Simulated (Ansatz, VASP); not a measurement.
# One calculation of Ga, two programs

```
CELL_PARAMETERS angstrom
2.05851 1.18848 1.27197
-2.05851 1.18848 1.27197
0.00000 -2.37696 1.27197
ATOMIC_POSITIONS crystal
Ga 0.50000 0.50000 0.50000
```

Alike in both runs: functional PBEsol; k mesh 21 × 21 × 21; occupations gaussian, width 0.1 eV; no spin polarisation.

Ansatz relaxed the structure, and its values are those at the end. VASP's run is a single point on that final structure, the one shown.

|  | VASP | Ansatz |
| --- | --- | --- |
| version | VASP 6.6.1 | Ansatz 0.2.0 |
| potentials or method | VASP PAW PBE potentials, release 64 (Ga_d), cutoff 520 eV | scalar-relativistic, plane waves, PAW |
| valence electrons in the cell | 13 | 13 |

|  | VASP | Ansatz | Ansatz less VASP |
| --- | --- | --- | --- |
| gap on the k mesh at the Fermi level (eV) | none | none | - |
| pressure (GPa) | 0.1 | 0.0 | -0.12 |

VASP's potentials were made for PBE, not for PBEsol. A gap of «none» marks a metal or a gap that the smearing closes. With one functional, cell and mesh, what is left measures potentials, basis and numerics.
